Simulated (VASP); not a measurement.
TlO2:

```
CELL_PARAMETERS angstrom
0.00000 3.82963 3.92615
3.54482 0.00000 3.92615
3.54482 3.82963 0.00000
ATOMIC_POSITIONS crystal
Tl 0.25000 0.25000 0.75000
Tl 0.75000 0.75000 0.25000
O 0.36921 0.63079 0.36921
O 0.63079 0.36921 0.63079
O 0.86088 0.13912 0.86088
O 0.13912 0.86088 0.13912
```

- Program: VASP 6.6.1
- Task: relaxation of cell and atoms
- Functional: PBE
- Potentials or basis: VASP PAW PBE potentials, release 64 (Tl_d, O)
- Cutoff: 600 eV
- k mesh: 4 × 4 × 4
- Occupations: gaussian, width 0.1 eV
- Spin: no spin polarisation

At the start: pressure 8.2 GPa; volume 17.77 Å³/atom.

Q: How do energy, volume and symmetry change on relaxing?

A: Over 13 steps the energy falls by 491.4 meV/atom and the volume is 22.89 Å³/atom (+28.8 %); space group Pmmm (No. 47, to 0.05 Å).

The path:
| step | energy change (eV) | largest force (eV/Å) | pressure (GPa) | volume (Å³) |
| --- | --- | --- | --- | --- |
| 1 | 0.0000 | 3.3592 | 8.22 | 106.60 |
| 2 | -1.7390 | 2.8595 | -1.92 | 121.21 |
| 3 | -2.8128 | 1.8128 | -1.71 | 135.29 |
| 4 | 7.1843 | 43.8065 | 25.54 | 166.25 |
| 5 | -2.9300 | 0.2185 | 0.19 | 136.28 |
| 6 | -2.9295 | 0.2808 | 0.37 | 136.92 |
| 7 | -2.9156 | 0.8646 | -1.25 | 138.87 |
| 8 | -2.9334 | 0.2006 | -0.17 | 137.53 |
| 9 | -2.9405 | 0.1357 | -0.17 | 137.79 |
| 10 | -2.9453 | 0.1636 | -0.13 | 138.20 |
| 11 | -2.9456 | 0.2285 | -0.59 | 138.10 |
| 12 | -2.9468 | 0.0569 | -0.38 | 138.15 |
| 13 | -2.9485 | 0.0214 | -0.21 | 137.32 |

Final structure:
```
CELL_PARAMETERS angstrom
0.00000 4.44701 4.24879
3.63400 0.00000 4.24879
3.63400 4.44701 0.00000
ATOMIC_POSITIONS crystal
Tl 0.25007 0.25007 0.74993
Tl 0.74993 0.74993 0.25007
O 0.32614 0.67386 0.32614
O 0.67386 0.32614 0.67386
O 0.82528 0.17472 0.82528
O 0.17472 0.82528 0.17472
```

Caveat: the k points lie up to 0.33 Å⁻¹ apart in the final cell; the volume moved by over 15 % at a fixed basis, so the end points are rough.
